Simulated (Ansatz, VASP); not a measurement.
## One calculation of Ge, two programs

```
Ge
1.0
     4.02269    0.00000    0.00000
    -2.01134    3.48375    0.00000
     0.00000    0.00000   18.86852
Ge
4
Cartesian
  0.0000 2.3225 5.1843
  2.0113 1.1613 4.5000
  3.3522 0.3871 10.1685
  1.3409 1.5483 9.4843
```

Alike in both runs: task single point; functional PBE; dispersion D3(BJ); k mesh 9 × 9 × 1; occupations gaussian, width 0.1 eV; no spin polarisation.

|  | VASP | Ansatz |
| --- | --- | --- |
| version | VASP 6.6.1 | Ansatz 0.2.0 |
| potentials or method | VASP PAW PBE potentials, release 64 (Ge_d), cutoff 520 eV | scalar-relativistic, plane waves, PAW |
| valence electrons in the cell | 56 | 56 |

```csv
,VASP,Ansatz,Ansatz less VASP
gap on the k mesh at the Fermi level (eV),0.16,0.16,0.000
least direct gap on the mesh (eV),0.16,0.16,0.000
rms of the force components (eV/Å),0.048,0.048,-0.0001
```

Atom by atom the forces differ by 0.001 eV/Å (rms over components).
